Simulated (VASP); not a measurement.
Here is a VASP 6.6.1 calculation.

File INCAR:

```
SYSTEM = Si
ALGO = Normal
EDIFF = 1E-6
ENCUT = 520
GGA = PE
ISIF = 2
ISMEAR = 0
LASPH = .True.
LCHARG = .False.
LREAL = .False.
LWAVE = .False.
NBANDS = 16
NELM = 80
PREC = Accurate
SIGMA = 0.05
```

The input KPOINTS:

```
k-points
0
Gamma
  12 12 6
  0 0 0
```

Contents of POSCAR:

```
Si
1.0
    3.7836882660     -0.1155324661      0.0000000000
   -1.9918981836      3.4512661172      0.0000000000
    0.0000000000      0.0000000000      6.3646810974
Si
4
Direct
    0.3333333333      0.6666666667      0.0629320729
    0.6666666667      0.3333333333      0.5629320729
    0.3333333333      0.6666666667      0.4370679271
    0.6666666667      0.3333333333      0.9370679271
```

Potentials or basis: VASP PAW PBE potentials, release 64 (Si).

Launch:

```sh
$ cat potpaw_PBE.64/Si/POTCAR > POTCAR
$ mpirun -np 1 vasp_std > vasp.out
```

**Question.** What does it give for the band gap on the k mesh?

**Answer.** Zero (bands 8 and 9 overlap by 0.08 eV).

**Question.** Estimate the pressure.

**Answer.** 0.3 GPa.

**Question.** What does it give for the largest force?

**Answer.** 0.602 eV/Å.

Stress tensor (GPa, compression positive):
```
 3.50  5.17  0.00
 5.17 -2.53  0.00
 0.00  0.00  0.01
```

Caveat: the cell differs from its parent crystal (engineering shear strain xy -0.0600, strain +e along x and -e along y -0.0175); semilocal functionals underestimate gaps, so a narrow gap can read as zero.
